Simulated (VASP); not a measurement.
# PbS (P4/nmm) in VASP: a series of runs, part 2 of 2

VASP 6.6.1.

## (4) Single point, PBE+D3(BJ), non-collinear spin, zero start, spin-orbit coupling

Contents of INCAR:

```
SYSTEM = PbS
PREC = Accurate ; ENCUT = 520
EDIFF = 1E-6 ; ISMEAR = 0
SIGMA = 0.02 ; LREAL = .False.
LASPH = .True. ; NELM = 150
ALGO = Normal ; ISIF = 2
LWAVE = .False. ; LCHARG = .True.
LNONCOLLINEAR = .True. ; MAGMOM = 0 0 0 0 0 0 0 0 0 0 0 0
LORBIT = 11 ; LSORBIT = .True.
GGA_COMPAT = .False. ; LORBMOM = .True.
GGA = PE ; IVDW = 12
LVHAR = .True. ; NBANDS = 54
KPAR = 4
```

Contents of KPOINTS:

```
regular mesh
0
Gamma
  8 8 6
  0 0 0
```

Contents of POSCAR:

```
PbS
1.0
    2.9614766715     -2.9670406489      0.1816208587
    2.9614766715      2.9670406489      0.1816208587
   -0.3633244647      0.0000000000      5.9243026043
Pb S
2 2
Direct
    0.7500000000      0.7500000000      0.7499492225
    0.2500000000      0.2500000000      0.2500507775
    0.2500000000      0.2500000000      0.7498460568
    0.7500000000      0.7500000000      0.2501539432
```

Potentials or basis: VASP PAW PBE potentials, release 64 (Pb_d, S).

Launch:

```sh
> cat potpaw_PBE.64/Pb_d/POTCAR potpaw_PBE.64/S/POTCAR > POTCAR
> mpirun -np 4 vasp_ncl > vasp.out
```

OUTCAR:

```text
SYSTEM = PbS
   PREC = Accurate
   ENCUT = 520
   EDIFF = 1E-6
   ISMEAR = 0
   LREAL = .False.
   LASPH = .True.
   NELM = 150
   ISIF = 2
   LNONCOLLINEAR = .True.
   LORBIT = 11
   LSORBIT = .True.
   GGA = PE
   IVDW = 12
 IVDW          = 12

 ion  position               nearest neighbor table
   1  0.750  0.750  0.750-   4 2.97   3 2.97   3 2.97   3 2.97   3 2.97   4 2.97
   2  0.250  0.250  0.250-   3 2.97   4 2.97   4 2.97   4 2.97   4 2.97   3 2.97
   3  0.250  0.250  0.750-   2 2.97   1 2.97   1 2.97   1 2.97   1 2.97   2 2.97
   4  0.750  0.750  0.250-   1 2.97   2 2.97   2 2.97   2 2.97   2 2.97   1 2.97

  LATTYP: Found a simple tetragonal cell.
 ALAT       =     4.1960291258
 C/A-ratio  =     1.4145357232

  Lattice vectors:

 A1 = (   2.9614766715,  -2.9670406489,   0.1816208587)
 A2 = (   2.9614766715,   2.9670406489,   0.1816208587)
 A3 = (  -0.3633244647,   0.0000000000,   5.9243026043)

Analysis of symmetry for initial positions (statically):
=====================================================================
 Subroutine PRICEL returns:
 Original cell was already a primitive cell.

 Routine SETGRP: Setting up the symmetry group for a
 simple tetragonal supercell.
[... 1611 lines left out ...]
     0.0000000     0.0000000     0.0000000     0.0000000     0.0000000     0.0000000     0.0000000
     0.0000000     0.0000000     0.0000000     0.0000000     0.0000000     0.0000000     0.0000000
     0.0000000     0.0000000     0.0000000     0.0000000     0.0000000     0.0000000     0.0000000
[... 49 lines left out ...]
 l=   2
     0.0000000     0.0000000     0.0000000     0.0000000     0.0000000
     0.0000000     0.0000000     0.0000000     0.0000000     0.0000000
     0.0000000     0.0000000     0.0000000     0.0000000     0.0000000
     0.0000000     0.0000000     0.0000000     0.0000000     0.0000000
     0.0000000     0.0000000     0.0000000     0.0000000     0.0000000
 l=   3
     0.0000000     0.0000000     0.0000000     0.0000000     0.0000000     0.0000000     0.0000000
     0.0000000     0.0000000     0.0000000     0.0000000     0.0000000     0.0000000     0.0000000
     0.0000000     0.0000000     0.0000000     0.0000000     0.0000000     0.0000000     0.0000000
     0.0000000     0.0000000     0.0000000     0.0000000     0.0000000     0.0000000     0.0000000
     0.0000000     0.0000000     0.0000000     0.0000000     0.0000000     0.0000000     0.0000000
     0.0000000     0.0000000     0.0000000     0.0000000     0.0000000     0.0000000     0.0000000
     0.0000000     0.0000000     0.0000000     0.0000000     0.0000000     0.0000000     0.0000000

 total charge

# of ion       s       p       d       tot
------------------------------------------
    1        1.480   0.525   9.848  11.853
    2        1.480   0.525   9.848  11.853
    3        1.353   2.329   0.000   3.683
    4        1.353   2.329   0.000   3.683
--------------------------------------------------
tot          5.667   5.708  19.695  31.071

 magnetization (x)

# of ion       s       p       d       tot
------------------------------------------
    1       -0.000  -0.000  -0.000  -0.000
    2       -0.000  -0.000   0.000  -0.000
    3        0.000  -0.000   0.000  -0.000
    4        0.000  -0.000   0.000  -0.000
--------------------------------------------------
tot         -0.000  -0.000  -0.000  -0.000

 magnetization (y)

# of ion       s       p       d       tot
------------------------------------------
    1        0.000   0.000   0.000   0.000
    2        0.000   0.000   0.000   0.000
    3        0.000   0.000   0.000   0.000
    4        0.000   0.000   0.000   0.000
--------------------------------------------------
tot          0.000   0.000   0.000   0.000

 magnetization (z)

# of ion       s       p       d       tot
------------------------------------------
    1       -0.000  -0.000   0.000  -0.000
    2        0.000   0.000   0.000   0.000
    3        0.000   0.000   0.000   0.000
    4        0.000   0.000   0.000   0.000
--------------------------------------------------
tot         -0.000   0.000   0.000   0.000
```

OSZICAR:

```text
N       E                     dE             d eps       ncg     rms          rms(c)
DAV:   1     0.473357798481E+03    0.47336E+03   -0.17993E+04  6480   0.161E+03
DAV:   2     0.506665896162E+02   -0.42269E+03   -0.40499E+03  6504   0.447E+02
DAV:   3    -0.142791462121E+02   -0.64946E+02   -0.61262E+02  8156   0.199E+02
DAV:   4    -0.189429448625E+02   -0.46638E+01   -0.45670E+01  8142   0.523E+01
DAV:   5    -0.191233869979E+02   -0.18044E+00   -0.18015E+00  9016   0.108E+01    0.657E+00
DAV:   6    -0.182394690749E+02    0.88392E+00   -0.13722E+00  9026   0.104E+01    0.412E+00
DAV:   7    -0.182659288083E+02   -0.26460E-01   -0.46959E-01  8120   0.311E+00    0.272E+00
DAV:   8    -0.182860933230E+02   -0.20165E-01   -0.94064E-02  8780   0.346E+00    0.147E+00
DAV:   9    -0.182710273671E+02    0.15066E-01   -0.20643E-02  8710   0.167E+00    0.482E-01
DAV:  10    -0.182705315631E+02    0.49580E-03   -0.77907E-03  8704   0.587E-01    0.101E-01
DAV:  11    -0.182708688242E+02   -0.33726E-03   -0.83779E-04  7880   0.179E-01    0.501E-02
DAV:  12    -0.182708946317E+02   -0.25807E-04   -0.60640E-05  8432   0.664E-02    0.122E-02
DAV:  13    -0.182708930330E+02    0.15987E-05   -0.75756E-06  8458   0.266E-02    0.724E-03
DAV:  14    -0.182708927192E+02    0.31386E-06   -0.44931E-06  8114   0.234E-02
   1 F= -.19657525E+02 E0= -.19657436E+02  d E =-.176196E-03  mag=    -0.0000    -0.0000    -0.0000
```

Run time: 5.8 min. Hardware: 4 MPI ranks of Oxide Virtual Turin-like, shared host; peak memory 0.69 GiB.

Results:

```yaml
Free_energy: -19.6575 eV
Pressure: -0.3 GPa
Net_moment: 0.00 μB per cell
Valence_electrons_inside_the_program's_atomic_spheres: Pb 11.85; S 3.68
Dispersion_energy_per_atom: -0.347 eV
```

Moments on the atoms (μB; x, y, z):
```
Pb  0.00 0.00 0.00
Pb  0.00 0.00 0.00
S   0.00 0.00 0.00
S   0.00 0.00 0.00
```

## (5) Summary

```tsv
level	potentials or basis	spin	gap on the mesh (eV)	pressure (GPa)
LDA	VASP PAW LDA potentials, release 64 (Pb_d, S)	off	0.21	-2.6
r2SCAN	VASP PAW PBE potentials, release 64 (Pb_d, S)	off	0.63	1.2
PBE+D3(BJ)	VASP PAW PBE potentials, release 64 (Pb_d, S)	non-collinear, zero start, SOC	-	-0.3
```

Alike in all rows: task single point; cell as given; k mesh 8 × 8 × 6; cutoff (eV) 520; smearing gaussian 0.02 eV.

Caveats: spin-orbit coupling is left out, which moves the levels of the heavy elements (at least some runs); the PAW data sets were made with another functional, which shifts forces and pressure a little (at least some runs).

Absolute energies hang on the potentials; compare differences alone.
